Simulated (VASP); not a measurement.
The system is Ba.

```
CELL_PARAMETERS angstrom
-2.50650 2.50650 2.50650
2.50650 -2.50650 2.50650
2.50650 2.50650 -2.50650
ATOMIC_POSITIONS crystal
Ba 0.00000 0.00000 0.00000
```

| Quantity | Value |
| --- | --- |
| Program | VASP 6.6.1 |
| Task | relaxation of cell and atoms |
| Functional | PBEsol |
| Potentials or basis | VASP PAW PBE potentials, release 64 (Ba_sv) |
| Cutoff | 600 eV |
| k mesh | 12 × 12 × 12 |
| Occupations | fermi-dirac, width 0.05 eV |
| Spin | no spin polarisation |

At the start: pressure -0.6 GPa; volume 62.99 Å³/atom.

Task: How do energy, volume and symmetry change on relaxing?

Result: Over 4 steps the energy falls by 8.9 meV/atom and the volume is 58.45 Å³/atom (-7.2 %); space group Im-3m (No. 229, to 0.05 Å).

Step by step:
```tsv
step	energy change (eV)	largest force (eV/Å)	pressure (GPa)	volume (Å³)
1	0.0000	0.0000	-0.60	62.99
2	-0.0063	0.0000	-0.36	60.85
3	-0.0083	0.0000	0.16	57.46
4	-0.0089	0.0000	0.02	58.45
```

Final structure:
```cif
data_structure
_symmetry_space_group_name_H-M 'P 1'
_symmetry_Int_Tables_number 1
_cell_length_a 4.2344
_cell_length_b 4.2344
_cell_length_c 4.2344
_cell_angle_alpha 109.471
_cell_angle_beta 109.471
_cell_angle_gamma 109.471
_cell_volume 58.45
loop_
_atom_site_label
_atom_site_type_symbol
_atom_site_fract_x
_atom_site_fract_y
_atom_site_fract_z
_atom_site_occupancy
Ba1 Ba 0.00000 0.00000 0.00000 1
```

Caveat: the PAW data sets were made with another functional, which shifts forces and pressure a little.
